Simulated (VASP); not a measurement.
# C (Fd-3m) in VASP: settings compared

C is run at these levels: PBE, PBEsol, RPBE; tasks: single point.

All numbers are computed with VASP 6.6.1; they aren't measurements. Logs are shortened: lines on timing, memory, paths and dates and some standing lists are left out, and cuts for length are marked.

### 1 The cell of the first run

The structure is cubic, space group Fd-3m (No. 227). Conventional cell: a = 3.567 Å, b = 3.567 Å, c = 3.567 Å, α = 90.00°, β = 90.00°, γ = 90.00°. Within 2.1 Å of C (site symmetry -43m) lie 4 C at 1.54 Å.

### 2 Single point, PBE

INCAR

```
SYSTEM = C
  PREC = Accurate
  ENCUT = 520
  EDIFF = 1E-6
  ISMEAR = -1
  SIGMA = 0.05
  LREAL = .False.
  LASPH = .True.
  NELM = 100
  ALGO = Normal
  ISIF = 2
  LWAVE = .False.
  LCHARG = .False.
  GGA = PE
  NBANDS = 11
```

KPOINTS

```
Automatic mesh
0
Gamma
  7 7 7
  0 0 0
```

POSCAR

```
C
1.0
    0.0000000000      1.7833700000      1.7833700000
    1.7833700000      0.0000000000      1.7833700000
    1.7833700000      1.7833700000      0.0000000000
C
2
Direct
    0.7500000000      0.7500000000      0.7500000000
    0.5000000000      0.5000000000      0.5000000000
```

Potentials or basis: VASP PAW PBE potentials, release 64 (C).

Launch:

```
cat potpaw_PBE.64/C/POTCAR > POTCAR
mpirun -np 1 vasp_std > vasp.out
```

OUTCAR:

```text
SYSTEM = C
   PREC = Accurate
   ENCUT = 520
   EDIFF = 1E-6
   ISMEAR = -1
   LREAL = .False.
   LASPH = .True.
   NELM = 100
   ISIF = 2
   GGA = PE

 ion  position               nearest neighbor table
   1  0.750  0.750  0.750-   2 1.54   2 1.54   2 1.54   2 1.54
   2  0.500  0.500  0.500-   1 1.54   1 1.54   1 1.54   1 1.54

  LATTYP: Found a face centered cubic cell.
 ALAT       =     3.5667400000

  Lattice vectors:

 A1 = (   0.0000000000,   1.7833700000,   1.7833700000)
 A2 = (   1.7833700000,   0.0000000000,   1.7833700000)
 A3 = (   1.7833700000,   1.7833700000,   0.0000000000)

Analysis of symmetry for initial positions (statically):
=====================================================================
 Subroutine PRICEL returns:
 Original cell was already a primitive cell.

 Routine SETGRP: Setting up the symmetry group for a
 face centered cubic supercell.

 Subroutine GETGRP returns: Found 48 space group operations
 (whereof 24 operations were pure point group operations)
 out of a pool of 48 trial point group operations.

The static configuration has the point symmetry T_d .
 The point group associated with its full space group is O_h .

Analysis of symmetry for dynamics (positions and initial velocities):
=====================================================================
 Subroutine PRICEL returns:
 Original cell was already a primitive cell.

 Routine SETGRP: Setting up the symmetry group for a
 face centered cubic supercell.

 Subroutine GETGRP returns: Found 48 space group operations
 (whereof 24 operations were pure point group operations)
 out of a pool of 48 trial point group operations.

The dynamic configuration has the point symmetry T_d .
 The point group associated with its full space group is O_h .

 Subroutine INISYM returns: Found 48 space group operations
 (whereof 24 operations are pure point group operations),
 and found     1 'primitive' translations

----------------------------------------------------------------------------------------

                                     Primitive cell

  volume of cell :      11.3437

  direct lattice vectors                    reciprocal lattice vectors
     0.000000000  1.783370000  1.783370000    -0.280368067  0.280368067  0.280368067
     1.783370000  0.000000000  1.783370000     0.280368067 -0.280368067  0.280368067
     1.783370000  1.783370000  0.000000000     0.280368067  0.280368067 -0.280368067

  length of vectors
     2.522066041  2.522066041  2.522066041     0.485611737  0.485611737  0.485611737

  position of ions in fractional coordinates (direct lattice)
     0.750000000  0.750000000  0.750000000
     0.500000000  0.500000000  0.500000000

  ion indices of the primitive-cell ions
   primitive index   ion index
                 1           1
                 2           2

----------------------------------------------------------------------------------------

 KPOINTS: Automatic mesh

Automatic generation of k-mesh.
 Grid dimensions read from file:
 generate k-points for:    7    7    7

 Generating k-lattice:

  Cartesian coordinates                     Fractional coordinates (reciprocal lattice)
    -0.040052581  0.040052581  0.040052581     0.142857143  0.000000000  0.000000000
     0.040052581 -0.040052581  0.040052581     0.000000000  0.142857143  0.000000000
     0.040052581  0.040052581 -0.040052581     0.000000000  0.000000000  0.142857143

  Length of vectors
     0.069373105  0.069373105  0.069373105

  Shift w.r.t. Gamma in fractional coordinates (k-lattice)
     0.000000000  0.000000000  0.000000000

 Subroutine IBZKPT returns following result:
 ===========================================

 Found     20 irreducible k-points:

 Following reciprocal coordinates:
            Coordinates               Weight
  0.000000  0.000000  0.000000      1.000000
  0.142857  0.000000  0.000000      8.000000
  0.285714  0.000000  0.000000      8.000000
  0.428571  0.000000  0.000000      8.000000
  0.142857  0.142857  0.000000      6.000000
  0.285714  0.142857  0.000000     24.000000
[... 12 lines left out ...]
 -0.428571  0.428571  0.142857     24.000000
 -0.285714  0.428571  0.142857     24.000000
   k-points           NKPTS =     20   k-points in BZ     NKDIM =     20   number of bands    NBANDS=     11
   number of dos      NEDOS =    301   number of ions     NIONS =      2
   total plane-waves  NPLWV =   8000
   dimension x,y,z NGX =    20 NGY =   20 NGZ =   20
   dimension x,y,z NGXF=    40 NGYF=   40 NGZF=   40
   ions per type =               2
   NGX,Y,Z   is equivalent  to a cutoff of  13.18, 13.18, 13.18 a.u.
   NGXF,Y,Z  is equivalent  to a cutoff of  26.37, 26.37, 26.37 a.u.
 SYSTEM =  C
   PREC   = accura    normal or accurate (medium, high low for compatibility)
   ISTART =      0    job   : 0-new  1-cont  2-samecut
   ICHARG =      2    charge: 1-file 2-atom 10-const
   ISPIN  =      1    spin polarized calculation?
   LNONCOLLINEAR =      F non collinear calculations
   LSORBIT =      F    spin-orbit coupling
   LASPH  =      T    aspherical Exc in radial PAW
   ENCUT  =  520.0 eV  38.22 Ry    6.18 a.u.   4.69  4.69  4.69*2*pi/ulx,y,z
   NELM   =    100;   NELMIN=  2; NELMDL= -5     # of ELM steps
   EDIFF  = 0.1E-05   stopping-criterion for ELM
   LREAL  =      F    real-space projection
   EDIFFG = 0.1E-04   stopping-criterion for IOM
   NSW    =      0    number of steps for IOM
   IBRION =     -1    ionic relax: 0-MD 1-quasi-New 2-CG
   NFREE  =      0    steps in history (QN), initial steepest desc. (CG)
   ISIF   =      2    stress and relaxation
   ISYM   =      2    0-nonsym 1-usesym 2-fastsym
   POTIM  = 0.5000    time-step for ionic-motion
   TEBEG  =    0.0;   TEEND  =   0.0 temperature during run
   PSTRESS=    0.0 pullay stress
   NELECT =       8.0000    total number of electrons
   NUPDOWN=      -1.0000    fix difference up-down
   EMIN   =  10.00;   EMAX   =-10.00  energy-range for DOS
   EFERMI =   0.00;   METHOD = LEGACY
   ISMEAR =    -1;   SIGMA  =   0.05  broadening in eV -4-tet -1-fermi 0-gaus
   EFERMI_NEDOS =   21; number of points for ismear=-14 and -15
   IALGO  =     38    algorithm
   IMIX   =      4    mixing-type and parameters
     AMIX     =   0.40;   BMIX     =  1.00
     AMIX_MAG =   1.60;   BMIX_MAG =  1.00
  volume/ion in A,a.u.               =       5.67        38.28
  Fermi-wavevector in a.u.,A,eV,Ry     =   1.457203  2.753714 28.891161  2.123440
  Thomas-Fermi vector in A             =   2.574032
   LORBIT       =      0    0 simple, 1 ext, 2 COOP (PROOUT), +10 PAW based schemes
   GGA     = PE    functional components
   LHFCALC =     F    Hartree Fock is set to
   AEXX    =    0.0000 exact exchange contribution
   IVDW    =     0    specifies the selected vdW correction
   LEPSILON=     F    determine dielectric tensor
   LRPA    =     F    only Hartree local field effects (RPA)
 non-spin polarized calculation
  energy-cutoff  :      520.00
  volume of cell :       11.34
 maximum number of plane-waves:       314
   NGX =  9   NGY =  9   NGZ =  9

 number of electron       7.9999999 magnetization

 Free energy of the ion-electron system (eV)
  ---------------------------------------------------
  ext. energy  EPLUGINS =         0.00000000
  ---------------------------------------------------
  free energy    TOTEN  =       -18.18252341 eV

  energy without entropy =      -18.18252341  energy(sigma->0) =      -18.18252341

 E-fermi :  10.7193     XC(G=0): -13.2504

 val. band max:        9.7312937599   @ k =   0.0000   0.0000   0.0000
 cond. band min:      13.9924543333   @ k =   0.4286   0.4286   0.0000
 fundamental gap:      4.2611605734
 Fermi energy:        10.7193062513

 k-point     1 :       0.0000    0.0000    0.0000
  band No.  band energies     occupation
      1     -11.7465      2.00000
      2       9.7313      2.00000
      3       9.7313      2.00000
      4       9.7313      2.00000
      5      15.3208      0.00000
      6      15.3208      0.00000
      7      15.3208      0.00000
      8      23.0632      0.00000
      9      29.0247      0.00000
     10      36.2648      0.00000
     11      36.2648      0.00000

 k-point     2 :       0.1429    0.0000    0.0000
  band No.  band energies     occupation
      1     -11.1823      2.00000
      2       6.7539      2.00000
      3       8.9223      2.00000
      4       8.9223      2.00000
      5      16.3851      0.00000
      6      16.3851      0.00000
      7      16.8390      0.00000
      8      23.5402      0.00000
      9      29.8253      0.00000
     10      32.8895      0.00000
     11      32.8895      0.00000

 k-point     3 :       0.2857    0.0000    0.0000
  band No.  band energies     occupation
      1      -9.5143      2.00000
      2       1.9292      2.00000
      3       7.7161      2.00000
      4       7.7161      2.00000
      5      17.7790      0.00000
      6      17.7790      0.00000
      7      18.0911      0.00000
      8      24.6541      0.00000
      9      30.5351      0.00000
     10      32.3408      0.00000
     11      32.3408      0.00000

 k-point     4 :       0.4286    0.0000    0.0000
  band No.  band energies     occupation
      1      -6.9196      2.00000
      2      -2.4606      2.00000
      3       7.0206      2.00000
      4       7.0206      2.00000
      5      18.1746      0.00000
      6      18.1746      0.00000
      7      18.5313      0.00000
      8      25.3604      0.00000
      9      31.2783      0.00000
     10      34.3038      0.00000
     11      34.8462      0.00000
[... 183 lines left out ...]
 k-point    18 :      -0.4286    0.2857    0.1429
  band No.  band energies     occupation
      1      -5.5481      2.00000
      2      -1.2797      2.00000
      3       2.7372      2.00000
      4       4.7577      2.00000
      5      18.1122      0.00000
      6      19.4414      0.00000
      7      22.6548      0.00000
      8      24.0053      0.00000
      9      28.6037      0.00000
     10      32.8849      0.00000
     11      36.3945      0.00000

 k-point    19 :      -0.4286    0.4286    0.1429
  band No.  band energies     occupation
      1      -4.6179      2.00000
      2      -0.6630      2.00000
      3       2.1683      2.00000
      4       2.8284      2.00000
      5      16.7367      0.00000
      6      17.9459      0.00000
      7      23.4349      0.00000
      8      25.4580      0.00000
      9      30.9753      0.00000
     10      32.2066      0.00000
     11      39.6457      0.00000

 k-point    20 :      -0.2857    0.4286    0.1429
  band No.  band energies     occupation
      1      -3.2863      2.00000
      2      -1.6171      2.00000
      3       0.5899      2.00000
      4       3.1393      2.00000
      5      17.8834      0.00000
      6      21.4961      0.00000
      7      22.5160      0.00000
      8      23.3627      0.00000
      9      29.0098      0.00000
     10      32.6124      0.00000
     11      37.5641      0.00000

------------------------ aborting loop because EDIFF is reached ----------------------------------------

  FORCE on cell =-STRESS in cart. coord.  units (eV):
  Direction    XX          YY          ZZ          XY          YZ          ZX
  --------------------------------------------------------------------------------------
  -------------------------------------------------------------------------------------
  Total        0.1753308      0.1753308      0.1753308     -0.0000000      0.0000000      0.0000000
  in kB       24.7636351     24.7636351     24.7636351     -0.0000000      0.0000000      0.0000000
  external PRESSURE =      24.7636351 kB  Pullay stress =       0.0000000 kB

 VOLUME and BASIS-vectors are now :
 -----------------------------------------------------------------------------
  energy-cutoff  :      520.00
  volume of cell :       11.34
      direct lattice vectors                 reciprocal lattice vectors
     0.000000000  1.783370000  1.783370000    -0.280368067  0.280368067  0.280368067
     1.783370000  0.000000000  1.783370000     0.280368067 -0.280368067  0.280368067
     1.783370000  1.783370000  0.000000000     0.280368067  0.280368067 -0.280368067

 POSITION                                       TOTAL-FORCE (eV/Angst)
 -----------------------------------------------------------------------------------
      2.67505      2.67505      2.67505         0.000000      0.000000      0.000000
      1.78337      1.78337      1.78337        -0.000000     -0.000000     -0.000000
 -----------------------------------------------------------------------------------
    total drift:                                0.000000     -0.000000      0.000000

  FREE ENERGIE OF THE ION-ELECTRON SYSTEM (eV)
  ---------------------------------------------------
  free  energy   TOTEN  =       -18.1825234097 eV

  energy  without entropy=      -18.1825234097  energy(sigma->0) =      -18.18252341
```

It took 2.7 s on 1 thread of Intel Xeon Platinum 8259CL at 2.50GHz (Skylake/Cascade Lake), shared host; peak memory 0.11 GiB.

Results:

- Free energy: -18.1825 eV
- Pressure: 2.5 GPa
- Band gap on the k mesh: 4.26 eV, indirect (least direct gap 5.59 eV)

Levels at points of the mesh, in eV from the valence-band top:
| k point | band 1 | band 2 | band 3 | band 4 | band 5 | band 6 | band 7 | band 8 | band 9 |
| --- | --- | --- | --- | --- | --- | --- | --- | --- | --- |
| (0.00, 0.00, 0.00) | -21.48 | 0.00 | 0.00 | 0.00 | 5.59 | 5.59 | 5.59 | 13.33 | 19.29 |

Caveat: the k points lie up to 0.44 Å⁻¹ apart.

### 3 Single point, PBEsol

INCAR

```
PREC = Accurate ; ENCUT = 520
EDIFF = 1E-6 ; ISMEAR = -1
SIGMA = 0.05 ; LREAL = F
LASPH = T ; NELM = 80
ALGO = Normal ; ISIF = 2
LWAVE = F ; LCHARG = T
GGA = PS ; LELF = T
LVHAR = T ; NBANDS = 11
```

KPOINTS

```
regular mesh
0
Gamma
  7 7 7
```

POSCAR is that of step 2.

Potentials or basis: VASP PAW PBE potentials, release 64 (C).

Launch:

```
cat potpaw_PBE.64/C/POTCAR > POTCAR
mpirun -np 1 vasp_std > vasp.out
```

It took 3 s on 1 thread of Intel Xeon Platinum 8259CL at 2.50GHz (Skylake/Cascade Lake), shared host; peak memory 0.11 GiB.

Results (log left out):

- Free energy: -19.2460 eV
- Pressure: -3.7 GPa
- Band gap on the k mesh: 4.12 eV, indirect (least direct gap 5.54 eV)

Levels at points of the mesh, in eV from the valence-band top:
```
           k point  band 1  band 2  band 3  band 4  band 5  band 6  band 7  band 8
(0.00, 0.00, 0.00)  -21.52    0.00    0.00    0.00    5.54    5.54    5.54   13.37
```

Caveat: the k points lie up to 0.44 Å⁻¹ apart; the PAW data sets were made with another functional, which shifts forces and pressure a little. Expect the measured gap to be larger: semilocal functionals such as PBEsol lack the derivative discontinuity.

### 4 Single point, RPBE

INCAR

```
  PREC = Accurate
  ENCUT = 520
  EDIFF = 1E-7
  ISMEAR = -1
  SIGMA = 0.05
  LREAL = F
  LASPH = T
  NELM = 100
  ALGO = Normal
  ISIF = 2
  LWAVE = F
  LCHARG = T
  GGA = RP
  LELF = T
  LVHAR = T
  NBANDS = 11
```

KPOINTS

```
Automatic mesh
0
Gamma
  7 7 7
```

POSCAR is that of step 3.

Potentials or basis: VASP PAW PBE potentials, release 64 (C).

Launch:

```
cat potpaw_PBE.64/C/POTCAR > POTCAR
mpirun -np 1 vasp_std > vasp.out
```

OUTCAR:

```text
PREC = Accurate
   ENCUT = 520
   EDIFF = 1E-7
   ISMEAR = -1
   LREAL = F
   LASPH = T
   NELM = 100
   ISIF = 2
   GGA = RP

 ion  position               nearest neighbor table
   1  0.750  0.750  0.750-   2 1.54   2 1.54   2 1.54   2 1.54
   2  0.500  0.500  0.500-   1 1.54   1 1.54   1 1.54   1 1.54

  LATTYP: Found a face centered cubic cell.
 ALAT       =     3.5667400000

  Lattice vectors:

 A1 = (   0.0000000000,   1.7833700000,   1.7833700000)
 A2 = (   1.7833700000,   0.0000000000,   1.7833700000)
 A3 = (   1.7833700000,   1.7833700000,   0.0000000000)

Analysis of symmetry for initial positions (statically):
=====================================================================
 Subroutine PRICEL returns:
 Original cell was already a primitive cell.

 Routine SETGRP: Setting up the symmetry group for a
 face centered cubic supercell.

 Subroutine GETGRP returns: Found 48 space group operations
 (whereof 24 operations were pure point group operations)
 out of a pool of 48 trial point group operations.

The static configuration has the point symmetry T_d .
[... 165 lines left out ...]
  band No.  band energies     occupation
      1     -11.7033      2.00000
      2       9.8522      2.00000
      3       9.8522      2.00000
      4       9.8522      2.00000
      5      15.4450      0.00000
      6      15.4450      0.00000
      7      15.4450      0.00000
      8      23.1269      0.00000
      9      29.2633      0.00000
     10      36.2841      0.00000
     11      36.2841      0.00000
[... 253 lines left out ...]
 k-point    20 :      -0.2857    0.4286    0.1429
  band No.  band energies     occupation
      1      -3.2517      2.00000
      2      -1.5672      2.00000
      3       0.7042      2.00000
      4       3.2472      2.00000
      5      18.0236      0.00000
      6      21.6705      0.00000
      7      22.6516      0.00000
      8      23.5090      0.00000
      9      29.2305      0.00000
     10      32.8578      0.00000
     11      37.7311      0.00000

------------------------ aborting loop because EDIFF is reached ----------------------------------------

  FORCE on cell =-STRESS in cart. coord.  units (eV):
  Direction    XX          YY          ZZ          XY          YZ          ZX
  --------------------------------------------------------------------------------------
  -------------------------------------------------------------------------------------
  Total        0.6022852      0.6022852      0.6022852      0.0000000     -0.0000000      0.0000000
  in kB       85.0664707     85.0664707     85.0664707      0.0000000     -0.0000000      0.0000000
  external PRESSURE =      85.0664707 kB  Pullay stress =       0.0000000 kB

 VOLUME and BASIS-vectors are now :
 -----------------------------------------------------------------------------
  energy-cutoff  :      520.00
  volume of cell :       11.34
      direct lattice vectors                 reciprocal lattice vectors
     0.000000000  1.783370000  1.783370000    -0.280368067  0.280368067  0.280368067
     1.783370000  0.000000000  1.783370000     0.280368067 -0.280368067  0.280368067
     1.783370000  1.783370000  0.000000000     0.280368067  0.280368067 -0.280368067

 POSITION                                       TOTAL-FORCE (eV/Angst)
 -----------------------------------------------------------------------------------
      2.67505      2.67505      2.67505        -0.000000     -0.000000     -0.000000
      1.78337      1.78337      1.78337         0.000000      0.000000      0.000000
 -----------------------------------------------------------------------------------
    total drift:                                0.000000     -0.000000      0.000000

  FREE ENERGIE OF THE ION-ELECTRON SYSTEM (eV)
  ---------------------------------------------------
  free  energy   TOTEN  =       -17.2257799877 eV

  energy  without entropy=      -17.2257799876  energy(sigma->0) =      -17.22577999
```

Wall time 3.1 s (1 thread of Intel Xeon Platinum 8259CL at 2.50GHz (Skylake/Cascade Lake), shared host); peak memory 0.11 GiB.

Results:

```
Free energy            : -17.2258 eV
Pressure               : 8.5 GPa
Band gap on the k mesh : 4.26 eV, indirect (least direct gap 5.59 eV)
```

Levels at points of the mesh, in eV from the valence-band top:
| k point | band 1 | band 2 | band 3 | band 4 | band 5 | band 6 | band 7 | band 8 | band 9 |
| --- | --- | --- | --- | --- | --- | --- | --- | --- | --- |
| (0.00, 0.00, 0.00) | -21.56 | 0.00 | 0.00 | 0.00 | 5.59 | 5.59 | 5.59 | 13.27 | 19.41 |

Caveat: the k points lie up to 0.44 Å⁻¹ apart; the PAW data sets were made with another functional, which shifts forces and pressure a little.

### 5 Overview

```csv
level,gap on the mesh (eV),pressure (GPa)
PBE,4.26,2.5
PBEsol,4.12,-3.7
RPBE,4.26,8.5
```

Alike in all rows: task single point; potentials or basis VASP PAW PBE potentials, release 64 (C); no spin polarisation; cell as given; k mesh 7 × 7 × 7; cutoff (eV) 520; smearing fermi-dirac 0.05 eV.

Caveats: all runs use coarse meshes; the PAW data sets were made with another functional, which shifts forces and pressure a little (some runs).

Absolute energies hang on the potentials; compare differences alone.
